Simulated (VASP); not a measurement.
Runs of VASP 6.6.1 on SiNi2. The structure is that of space group P6_3/mmc (No. 194), or close to it. The cells are those of the table. 

| cell | gap on the mesh (eV) | pressure (GPa) |
| --- | --- | --- |
| a = 3.928, b = 3.928, c = 5.075 Å, angles 90.0, 90.0, 120.0°, 6 atoms | none | (a) |
| a = 3.928, b = 3.928, c = 4.927 Å, angles 90.0, 90.0, 120.0°, 6 atoms | none | -6.3 |
| a = 3.986, b = 3.986, c = 5.001 Å, angles 90.0, 90.0, 120.0°, 6 atoms | none | -14.1 |
| a = 3.986, b = 3.986, c = 4.853 Å, angles 90.0, 90.0, 120.0°, 6 atoms | none | -9.2 |

Alike in all rows: task single point; level r2SCAN; potentials or basis VASP PAW PBE potentials, release 64 (Si, Ni); no spin polarisation; k mesh 12 × 12 × 10; cutoff (eV) 520; smearing gaussian 0.15 eV.

Question: Estimate the missing entries.

Answer: (a) -11.1.

Caveats: the PAW data sets were made with another functional, which shifts forces and pressure a little; the cell stands under tension (at least some runs); the stress differs along the axes, from -16 to -10 GPa (at least some runs); the stress differs along the axes, from -14 to -1 GPa (at least some runs).

A gap of «none» marks levels without a gap at the run's occupations.
